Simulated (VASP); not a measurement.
Set up this calculation in VASP 6.6.1, as the native input.

```yaml
Task: single point
Functional: LDA
Potentials_or_basis: VASP PAW LDA potentials, release 64 (Pd)
Cutoff: 520 eV
k_mesh: 13 × 10 × 1
Occupations: fermi-dirac, width 0.1 eV
Spin: no spin polarisation
Dipole_correction: no
Further_INCAR_settings: ALGO = Normal; EDIFF = 1e-07; NBANDS = 33
```

The structure of Pd lies in POSCAR:

```
Pd
1.0
    2.7166425919      0.0000000000      0.0000000000
    0.0000000000      3.8419127976      0.0000000000
    0.0000000000      0.0000000000     21.4333000000
Pd
5
Direct
    0.0000000000      0.0000000000      0.3776632539
    0.5000000000      0.5000000000      0.4346504698
    0.0000000000      0.0000000000      0.5000000003
    0.5000000000      0.5000000000      0.5653495298
    0.0000000000      0.0000000000      0.6223367462
```

The input as run:

INCAR

```
SYSTEM = Pd
PREC     = Accurate       ! precision mode
ENCUT    = 520            ! plane-wave cutoff, eV
EDIFF    = 1E-7           ! SCF threshold, eV
ISMEAR   = -1             ! smearing method
SIGMA    = 0.1            ! smearing width, eV
LREAL    = .FALSE.        ! projectors in reciprocal space
LASPH    = .TRUE.         ! aspherical terms in the spheres
NELM     = 60             ! most SCF steps
ALGO     = Normal         ! electronic algorithm
ISIF     = 2              ! what is computed and relaxed
LWAVE    = .FALSE.        ! write WAVECAR
LCHARG   = .TRUE.         ! write CHGCAR
GGA      = CA             ! functional
LELF     = .TRUE.         ! ELF
LVHAR    = .TRUE.       
NBANDS   = 33             ! bands
```

KPOINTS

```
Automatic mesh
0
G
  13 10 1
  0 0 0
```

Potentials or basis: VASP PAW LDA potentials, release 64 (Pd).

Command:

```bash
$ cat potpaw_LDA.64/Pd/POTCAR > POTCAR
$ mpirun -np 1 vasp_std > vasp.out
```

It gave:

```json
{
 "Largest force": "0.011 eV/Å",
 "Band gap on the k mesh": "zero (bands 25 and 26 overlap by 0.51 eV)"
}
```

Caveat: there is no dipole correction, which matters where the two faces differ.

It took 13 min on 1 thread of Intel Xeon 8259CL, on a shared host, peak memory 0.38 GiB.
